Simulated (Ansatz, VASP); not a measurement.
**Two plane-wave programs on Cu**

```xyz
2
Lattice="1.2146 -3.9595 0.0000 1.2146 3.9595 0.0000 0.0000 0.0000 2.4685" Properties=species:S:1:pos:R:3 pbc="T T T"
Cu    1.2146    2.8994    0.6171
Cu    1.2146   -2.8994    1.8513
```

Alike in both runs: functional PBEsol; k mesh 24 × 24 × 22; occupations gaussian, width 0.1 eV; no spin polarisation.

Ansatz relaxed the structure, and its values are those at the end. VASP's run is a single point on that final structure, the one shown.

|  | VASP | Ansatz |
| --- | --- | --- |
| version | VASP 6.6.1 | Ansatz 0.2.0 |
| potentials or method | VASP PAW PBE potentials, release 64 (Cu), cutoff 520 eV | scalar-relativistic, plane waves, PAW |
| valence electrons in the cell | 22 | 38 |

Ansatz gave:

| Property | Result |
| --- | --- |
| gap on the k mesh at the Fermi level (eV) | none |
| pressure (GPa) | 0.0 |
| rms of the force components (eV/Å) | 0.000 |

Question: Which values does VASP return?

Answer: gap on the k mesh at the Fermi level (eV): none; pressure (GPa): 1.1; rms of the force components (eV/Å): 0.003.

VASP's potentials were made for PBE, not for PBEsol. A gap of «none» marks a metal or a gap that the smearing closes. VASP's potentials hold 22 valence electrons a cell and Ansatz's 38, so a difference there can come from the potentials and not from the codes.
